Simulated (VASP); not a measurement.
A run of VASP 6.6.1 is set up as follows.

The input INCAR:

```
PREC     = Accurate       # precision mode
ENCUT    = 520            # plane-wave cutoff, eV
EDIFF    = 1E-6           # SCF threshold, eV
ISMEAR   = 0              # smearing method
SIGMA    = 0.05           # smearing width, eV
LREAL    = False          # projectors in reciprocal space
LASPH    = True           # aspherical terms in the spheres
NELM     = 60             # most SCF steps
ALGO     = Normal         # electronic algorithm
ISIF     = 2              # what is computed and relaxed
LWAVE    = False          # write WAVECAR
LCHARG   = False          # write CHGCAR
GGA      = PE             # functional
NBANDS   = 15             # bands
```

File KPOINTS:

```
Automatic mesh
0
Gamma
  8 8 8
```

The input POSCAR:

```
KF
1.0
    0.0000000000      2.7105354767      2.5072453159
    2.5682323642      0.0000000000      2.5072453159
    2.5682323642      2.7105354767      0.0000000000
K F
1 1
Direct
    0.0000000000      0.0000000000      0.0000000000
    0.5000000000      0.5000000000      0.5000000000
```

Potentials or basis: VASP PAW PBE potentials, release 64 (K_sv, F).

Launch:

```bash
$ cat potpaw_PBE.64/K_sv/POTCAR potpaw_PBE.64/F/POTCAR > POTCAR
$ mpirun -np 1 vasp_std > vasp.out
```

Problem. Predict the band gap on the k mesh.

Solution. 6.54 eV, direct.

Problem. Estimate the pressure.

Solution. 6.0 GPa.

Stress tensor (GPa, compression positive):
```
6.47 0.00 0.00
0.00 2.11 0.00
0.00 0.00 9.26
```

Caveat: the cell differs from its parent crystal (normal strain along x -0.0525, normal strain along z -0.0750). A k mesh can miss the band edges.
